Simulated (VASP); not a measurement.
The system is SiSeF2.

```
Si Se F
1.0
     3.32200    0.00000    0.00000
     0.00000    3.32200    0.00000
     0.00000    0.00000    4.08480
Si Se F
1 1 2
Direct
  0.50000 0.50000 0.50000
  0.00000 0.00000 0.00000
  0.00000 0.50000 0.00000
  0.50000 0.00000 0.00000
```

The cell was generated, and may not be a known phase.

```yaml
Program: VASP 6.6.1
Task: relaxation of cell and atoms
Functional: PBE
Potentials_or_basis: VASP PAW PBE potentials, release 64 (Si, Se, F)
Cutoff: 600 eV
k_mesh: 6 × 6 × 4
Occupations: gaussian, width 0.1 eV
Spin: collinear spin
Starting_moments: "[0.0, 0.0, 1.0, 1.0] μB"
```

At the start: pressure 119.1 GPa; volume 11.27 Å³/atom.

Problem. Where does the relaxation end?

Solution. Over 18 steps the energy falls by 2431.6 meV/atom and the volume is 13.97 Å³/atom (+23.9 %); space group P4/mmm (No. 123, to 0.1 Å) before and after; moment 0.00 μB per cell.

The path:
```tsv
step	energy change (eV)	largest force (eV/Å)	pressure (GPa)	volume (Å³)
1	0.0000	0.0000	119.08	45.08
2	-3.0221	0.0000	-30.98	122.15
3	-8.6927	0.0000	-2.78	78.65
4	-8.7037	0.0000	-1.56	77.56
5	-8.7057	0.0000	-0.67	76.80
6	-8.7421	0.0000	-0.62	75.89
7	-8.8533	0.0000	-0.51	73.02
8	-9.0092	0.0000	0.12	66.76
9	-9.5646	0.0000	8.74	52.01
10	-9.0371	0.0000	0.51	65.03
11	-9.4837	0.0000	1.50	58.81
12	-9.6916	0.0000	3.37	55.49
13	-9.6993	0.0000	5.11	54.02
14	-9.7051	0.0000	4.36	54.56
15	-9.6998	0.0000	-0.37	55.24
16	-9.7190	0.0000	2.13	54.88
17	-9.7254	0.0000	0.88	55.47
18	-9.7265	0.0000	0.11	55.87
```

Final structure:
```cif
data_structure
_symmetry_space_group_name_H-M 'P 1'
_symmetry_Int_Tables_number 1
_cell_length_a 4.5111
_cell_length_b 4.5111
_cell_length_c 2.7454
_cell_angle_alpha 90.000
_cell_angle_beta 90.000
_cell_angle_gamma 90.000
_cell_volume 55.87
loop_
_atom_site_label
_atom_site_type_symbol
_atom_site_fract_x
_atom_site_fract_y
_atom_site_fract_z
_atom_site_occupancy
Si1 Si 0.50000 0.50000 0.50000 1
Se1 Se 0.00000 0.00000 0.00000 1
F1 F 0.00000 0.50000 0.00000 1
F2 F 0.50000 0.00000 0.00000 1
```

Caveat: the k points lie up to 0.57 Å⁻¹ apart in the final cell, too coarse for converged energies and pressures of a metal; the volume moved by over 15 % at a fixed basis, so the end points are rough.
